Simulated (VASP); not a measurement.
Y:

```
Y
1.0
     3.64740    0.00000    0.00000
    -1.82370    3.15874    0.00000
     0.00000    0.00000    5.73060
Y
2
Direct
  0.33333 0.66667 0.25000
  0.66667 0.33333 0.75000
```

- Program: VASP 6.6.1
- Task: relaxation of cell and atoms
- Functional: LDA
- Potentials or basis: VASP PAW LDA potentials, release 64 (Y_sv)
- Cutoff: 600 eV
- k mesh: 6 × 6 × 3
- Occupations: methfessel-paxton, width 0.1 eV
- Spin: no spin polarisation

At the start: pressure -4.3 GPa; volume 33.01 Å³/atom.

Task: How do energy, volume and symmetry change on relaxing?

Result: Over 14 steps the energy falls by 52.0 meV/atom and the volume is 29.51 Å³/atom (-10.6 %); space group P6_3/mmc (No. 194, to 0.05 Å).

Step by step:
```
step  energy change (eV)  largest force (eV/Å)  pressure (GPa)  volume (Å³)
   1              0.0000                0.0000           -4.33        66.02
   2             -0.1000                0.0000            0.94        57.86
   3             -0.1036                0.0000            0.06        58.97
   4             -0.1036                0.0000           -0.03        59.11
   5             -0.1039                0.0000           -0.06        59.10
   6             -0.1039                0.0000           -0.07        59.10
   7             -0.1039                0.0000           -0.08        59.10
   8             -0.1040                0.0000           -0.02        59.10
   9             -0.1039                0.0000           -0.07        59.10
  10             -0.1039                0.0000           -0.07        59.10
  11             -0.1040                0.0000           -0.07        59.10
  12             -0.1040                0.0000           -0.07        59.10
  13             -0.1040                0.0000            0.09        58.97
  14             -0.1040                0.0000           -0.02        59.02
```

Final structure:
```yaml
crystal:
  lattice:
    - [3.52453, 0.00000, 0.00000]
    - [-1.76227, 3.05234, 0.00000]
    - [0.00000, 0.00000, 5.48580]
  atoms:
    - { symbol: Y, position: [0.33333, 0.66667, 0.25000] }
    - { symbol: Y, position: [0.66667, 0.33333, 0.75000] }
```

Caveat: the k points lie up to 0.38 Å⁻¹ apart in the final cell; the volume moved by -11 % from the deposited cell, more than functionals usually miss.
